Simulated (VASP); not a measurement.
Here is a VASP 6.6.1 calculation.

The input INCAR:

```
PREC     = Accurate       # precision mode
ENCUT    = 520            # plane-wave cutoff, eV
EDIFF    = 1E-7           # SCF threshold, eV
ISMEAR   = 0              # smearing method
SIGMA    = 0.05           # smearing width, eV
LREAL    = F              # projectors in reciprocal space
LASPH    = T              # aspherical terms in the spheres
NELM     = 80             # most SCF steps
ALGO     = Normal         # electronic algorithm
ISIF     = 2              # what is computed and relaxed
LWAVE    = F              # write WAVECAR
LCHARG   = F              # write CHGCAR
GGA      = PS             # functional
NBANDS   = 17             # bands
```

Contents of KPOINTS:

```
Automatic mesh
0
Gamma
  10 10 10
```

File POSCAR:

```
RuS
1.0
    0.0000000000      2.4183090690      2.4183090690
    2.4183090690      0.0000000000      2.4183090690
    2.4183090690      2.4183090690      0.0000000000
Ru S
1 1
Direct
    0.4751892755      0.5248107245      0.5248107245
    0.0000000000      0.0000000000      0.0000000000
```

Potentials or basis: VASP PAW PBE potentials, release 64 (Ru_pv, S).

The run is started by

```sh
$ cat potpaw_PBE.64/Ru_pv/POTCAR potpaw_PBE.64/S/POTCAR > POTCAR
$ mpirun -np 1 vasp_std > vasp.out
```

Task: Predict the band gap on the k mesh.

Result: Zero (bands 10 and 11 overlap by 1.92 eV).

Task: What does it give for the pressure?

Result: 0.8 GPa.

Task: Estimate the largest force.

Result: 0.688 eV/Å.

Stress tensor (GPa, compression positive):
```
 4.37  0.00  0.00
 0.00 -1.01  0.00
 0.00  0.00 -1.01
```

Caveat: the cell differs from its parent crystal (atom 1 (Ru) moved 0.12 Å along x); the PAW data sets were made with another functional, which shifts forces and pressure a little.
